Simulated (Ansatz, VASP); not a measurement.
One calculation of Fe, two programs

Contents of INCAR:

```
  ALGO = Normal
  EDIFF = 1E-6
  ENCUT = 600
  GGA = PE
  GGA_COMPAT = F
  ISIF = 2
  ISMEAR = -1
  LASPH = T
  LCHARG = F
  LREAL = F
  LWAVE = F
  NBANDS = 15
  NELM = 120
  PREC = Accurate
  SIGMA = 0.08
```

KPOINTS

```
k-points
0
Gamma
  17 17 10
```

File POSCAR:

```
Fe
1.0
    2.4341575853      0.0000000000      0.0000000000
   -1.2170787927      2.1080423057      0.0000000000
    0.0000000000      0.0000000000      3.7266764359
Fe
2
Direct
    0.3333333333      0.6666666667      0.2500000000
    0.6666666667      0.3333333333      0.7500000000
```

Input for Ansatz:

```yaml
crystal:
  lattice:
    - [2.4341575853, 0.0, 0.0]
    - [-1.2170787927, 2.1080423057, 0.0]
    - [0.0, 0.0, 3.7266764359]
  atoms:
    - { symbol: Fe, position: [0.3333333333, 0.6666666667, 0.25] }
    - { symbol: Fe, position: [0.6666666667, 0.3333333333, 0.75] }
kpoints:
  mp_grid: { grid: [17, 17, 10] }
  band_path:
    path:
      - [0.0, 0.0, 0.0]
      - [0.5, 0.0, 0.0]
      - [0.3333333333, 0.3333333333, 0.0]
      - [0.0, 0.0, 0.0]
      - [0.0, 0.0, 0.5]
      - [0.5, 0.0, 0.5]
      - [0.3333333333, 0.3333333333, 0.5]
      - [0.0, 0.0, 0.5]
      - [0.5, 0.0, 0.5]
    npoints: 5
scf:
  occupations: { method: fermi_dirac, width: 0.08 }
hamiltonian:
  xc: pbe
  pseudopotentials: { kind: all_electron, lapw: { basis_error: 0.00025 } }
output:
  forces: true
  stress: true
  eigenvalues: true
```

Change from the starting cell: zz strain of -3 %.

Alike in both runs: task single point; functional PBE; k mesh 17 × 17 × 10; occupations fermi-dirac, width 0.08 eV; no spin polarisation.

|  | VASP | Ansatz |
| --- | --- | --- |
| version | VASP 6.6.1 | Ansatz 0.2.0 |
| potentials or method | VASP PAW PBE potentials, release 64 (Fe), cutoff 600 eV | all-electron LAPW, scalar-relativistic |

|  | VASP | Ansatz | Ansatz less VASP |
| --- | --- | --- | --- |
| pressure (GPa) | 21.6 | 22.5 | +0.88 |
| traceless stress, the component that is largest in VASP (GPa) | 11.70 | 12.15 | +0.456 |

Ansatz ran all-electron here, and VASP with PAW potentials.
